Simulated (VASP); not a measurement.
Wanted: the native input for a VASP 6.6.1 run.

```yaml
Task: single point
Functional: PBE
Potentials_or_basis: VASP PAW PBE potentials, release 64 (Zn, S)
Cutoff: 520 eV
k_mesh: 4 × 4 × 1
Occupations: gaussian, width 0.1 eV
Spin: no spin polarisation
Dipole_correction: yes
Further_INCAR_settings: ALGO = Normal; EDIFF = 1e-07; NBANDS = 16
```

The structure of ZnS lies in POSCAR:

```
ZnS
1.0
    4.9784965627      0.0000000000      0.0000000000
    0.0000000000      3.9995748568      0.0000000000
    0.0000000000      0.0000000000     26.5046502400
Zn S
1 1
Direct
    0.0000000000      0.5000000000      0.2878697554
    0.0000000000      0.0000000000      0.3157978974
```

These files were run (other wordings do the same):

INCAR

```
SYSTEM = ZnS
PREC = Accurate
ENCUT = 520
EDIFF = 1E-7
ISMEAR = 0
SIGMA = 0.1
LREAL = .FALSE.
LASPH = .TRUE.
NELM = 80
ALGO = Normal
ISIF = 2
LWAVE = .FALSE.
LCHARG = .TRUE.
LDIPOL = .TRUE.
IDIPOL = 3
DIPOL = 0.5 0.5 0.302
GGA = PE
LELF = .TRUE.
LVHAR = .TRUE.
LVACPOTAV = .TRUE.
NBANDS = 16
```

KPOINTS

```
Automatic mesh
0
G
  4 4 1
  0 0 0
```

Potentials or basis: VASP PAW PBE potentials, release 64 (Zn, S).

Launch:

```sh
$ cat potpaw_PBE.64/Zn/POTCAR potpaw_PBE.64/S/POTCAR > POTCAR
$ mpirun -np 1 vasp_std > vasp.out
```

It gave:

| Quantity | Value |
| --- | --- |
| Largest force | 0.022 eV/Å |
| Band gap on the k mesh | 2.11 eV, indirect (least direct gap 2.52 eV) |

Wall time 72 s on 1 thread of AMD EPYC 9R45 96-Core Processor (Zen 5) (shared host), peak memory 0.51 GiB.
